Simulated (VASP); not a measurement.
A run of VASP 6.6.1 is set up as follows.

INCAR

```
PREC = Accurate ; ENCUT = 500
EDIFF = 1E-6 ; ISMEAR = 0
SIGMA = 0.2 ; LREAL = False
LASPH = True ; NELM = 120
ALGO = Normal ; ISIF = 2
LWAVE = False ; LCHARG = False
GGA = PE ; NBANDS = 16
GGA_COMPAT = False
```

The input KPOINTS:

```
regular mesh
0
Gamma
  7 7 4
```

POSCAR

```
InP
1.0
    2.9996819470      0.0000000000      0.0000000000
   -1.4998409735      2.5978007694      0.0000000000
    0.0000000000      0.0000000000      5.4851364592
In P
1 1
Direct
    0.0000000000      0.0000000000      0.6988874525
    0.0000000000      0.0000000000      0.1989465575
```

Potentials or basis: VASP PAW PBE potentials, release 64 (In_d, P).

Run with:

```bash
$ cat potpaw_PBE.64/In_d/POTCAR potpaw_PBE.64/P/POTCAR > POTCAR
$ mpirun -np 1 vasp_std > vasp.out
```

(1) What does it give for the pressure?

(2) Predict the band gap on the k mesh.

Results:

(1) -0.1 GPa.

(2) zero (band 9 reaches 11.50 eV, above the bottom of band 10 at 5.84 eV).

Caveat: spin-orbit coupling is left out, which moves the levels of the heavy elements.
